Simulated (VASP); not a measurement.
## La: single point with revPBE

The system is La.

```xyz
3
Lattice="6.1009 0.0000 0.0000 -3.0504 5.2835 0.0000 0.0000 0.0000 3.7388" Properties=species:S:1:pos:R:3 pbc="T T T"
La    6.1009    0.0000    0.0000
La    0.0000    3.5223    1.8694
La    3.0504    1.7612    1.8694
```

This cell differs from its parent crystal: volume scaled by 1.04.

* Program: VASP 6.6.1
* Task: single point
* Functional: revPBE
* Potentials or basis: VASP PAW PBE potentials, release 64 (La)
* Cutoff: 520 eV
* k mesh: 7 × 7 × 10
* Occupations: fermi-dirac, width 0.1 eV
* Spin: no spin polarisation

```json
{
  "Pressure": "-0.9 GPa"
}
```

Stress tensor (GPa, compression positive):
```
-0.96  0.00  0.00
 0.00 -0.96  0.00
 0.00  0.00 -0.78
```

Levels at points of the mesh, in eV from the Fermi level:
| k point | band 13 | band 14 | band 15 | band 16 | band 17 | band 18 | band 19 | band 20 | band 21 | band 22 |
| --- | --- | --- | --- | --- | --- | --- | --- | --- | --- | --- |
| (0.00, 0.00, 0.00) | -3.13 | -1.24 | 0.37 | 0.47 | 0.47 | 0.49 | 0.49 | 1.01 | 1.41 | 1.51 |
| (0.00, 0.00, 0.50) | -1.42 | -1.42 | -0.80 | -0.80 | -0.61 | 0.07 | 1.09 | 1.09 | 1.57 | 1.58 |

Wall time 83 s on 1 thread of Intel(R) Xeon(R) 6975P-C (Granite Rapids), on a shared host, peak memory 0.31 GiB.

Caveat: the PAW data sets were made with another functional, which shifts forces and pressure a little; spin-orbit coupling is left out, which moves the levels of the heavy elements.
